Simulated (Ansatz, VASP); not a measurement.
**NbTe: VASP beside Ansatz**

File INCAR:

```
PREC = Accurate ; ENCUT = 520
EDIFF = 1E-7 ; ISMEAR = -5
SIGMA = 0.1 ; LREAL = F
LASPH = T ; NELM = 150
ALGO = Normal ; ISIF = 2
LWAVE = F ; LCHARG = F
LMAXMIX = 4 ; LDAU = T
LDAUTYPE = 1 ; LDAUL = 2 -1
LDAUU = 6.3 0 ; LDAUJ = 0.69 0
LDAUPRINT = 1 ; GGA = PE
NBANDS = 16
```

The input KPOINTS:

```
Automatic mesh
0
Gamma
  3 3 4
```

Contents of POSCAR:

```
NbTe
1.0
    3.8225068274      0.0000000000      0.0000000000
   -1.9112534137      3.3103880186      0.0000000000
    0.0000000000      0.0000000000      3.8134605576
Nb Te
1 1
Direct
    0.0000000000      0.0000000000      0.5000000000
    0.6666666667      0.3333333333      0.0000000000
```

Input for Ansatz:

```yaml
crystal:
  lattice:
    - [3.8225068274, 0.0, 0.0]
    - [-1.9112534137, 3.3103880186, 0.0]
    - [0.0, 0.0, 3.8134605576]
  atoms:
    - { symbol: Nb, position: [0.0, 0.0, 0.5] }
    - { symbol: Te, position: [0.6666666667, 0.3333333333, 0.0] }
basis:
  ecutwfc: 420
kpoints:
  mp_grid: { grid: [3, 3, 4] }
hamiltonian:
  xc: pbe
  hubbard: { sites: [{ species: Nb, l: d, u: 6.3, j: 0.69 }] }
scf:
  occupations: { method: tetrahedron }
output:
  forces: true
  stress: true
  eigenvalues: true
```

Alike in both runs: task single point; functional PBE; k mesh 3 × 3 × 4; occupations tetrahedron; no spin polarisation; Hubbard terms Nb d U = 6.3 eV, J = 0.69 eV.

|  | VASP | Ansatz |
| --- | --- | --- |
| version | VASP 6.6.1 | Ansatz 0.2.0 |
| potentials or method | VASP PAW PBE potentials, release 64 (Nb_sv, Te), cutoff 520 eV | scalar-relativistic, plane waves, PAW |
| valence electrons in the cell | 19 | 29 |

```csv
,VASP,Ansatz,Ansatz less VASP
gap on the k mesh at the Fermi level (eV),none,none,-
pressure (GPa),-5.8,-7.4,-1.53
"traceless stress, the component that is largest in VASP (GPa)",0.12,-0.97,-1.094
```

The programs project onto different local orbitals, so the same U acts differently, and such runs can settle in different states. A gap of «none» marks a metal or a gap that the smearing closes. VASP's potentials hold 19 valence electrons a cell and Ansatz's 29, so a difference there can come from the potentials and not from the codes. Ansatz's warnings: band table not solved further, filled band counts differ across k points, tetrahedron derivatives may miss energy slope.

The k mesh is coarse, so the values compare programs but aren't converged. Spin-orbit coupling is off throughout.
